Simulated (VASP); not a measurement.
Write the native input for VASP 6.6.1 that does the following.

* Task: single point
* Functional: PBEsol
* Potentials or basis: VASP PAW PBE potentials, release 64 (Ca_sv, Se)
* Cutoff: 520 eV
* k mesh: 8 × 8 × 8
* Occupations: gaussian, width 0.05 eV
* Spin: no spin polarisation
* Dipole correction: no
* Further INCAR settings: ALGO = Normal; EDIFF = 1e-07; NBANDS = 15

The structure of CaSe lies in POSCAR:

```
CaSe
1.0
   -0.1478000000      2.9560000000      2.9560000000
    2.9560000000     -0.1478000000      2.9560000000
    2.8082000000      2.8082000000      0.0000000000
Ca Se
1 1
Direct
    0.0000000000      0.0000000000      0.0000000000
    0.5000000000      0.5000000000      0.5000000000
```

This cell differs from its parent crystal: strain -0.1000 x Voigt [0, 0, 0, 0, 0, 1].

These files were run (other wordings do the same):

INCAR

```
ALGO = Normal
EDIFF = 1E-7
ENCUT = 520
GGA = PS
ISIF = 2
ISMEAR = 0
LASPH = T
LCHARG = T
LELF = T
LREAL = F
LVHAR = T
LWAVE = F
NBANDS = 15
NELM = 100
PREC = Accurate
SIGMA = 0.05
```

KPOINTS

```
k-points
0
Gamma
  8 8 8
```

Potentials or basis: VASP PAW PBE potentials, release 64 (Ca_sv, Se).

Run with:

```console
$ cat potpaw_PBE.64/Ca_sv/POTCAR potpaw_PBE.64/Se/POTCAR > POTCAR
$ mpirun -np 1 vasp_std > vasp.out
```

It gave:

```yaml
Pressure: -0.9 GPa
Band_gap_on_the_k_mesh: 1.56 eV (least direct gap 2.39 eV)
```

Caveat: the cell differs from its parent crystal (strain -0.1000 x Voigt [0, 0, 0, 0, 0, 1]); the PAW data sets were made with another functional, which shifts forces and pressure a little.

Wall time 34 s on 1 thread of Intel(R) Xeon(R) 6975P-C (Granite Rapids) (shared host), peak memory 0.23 GiB.
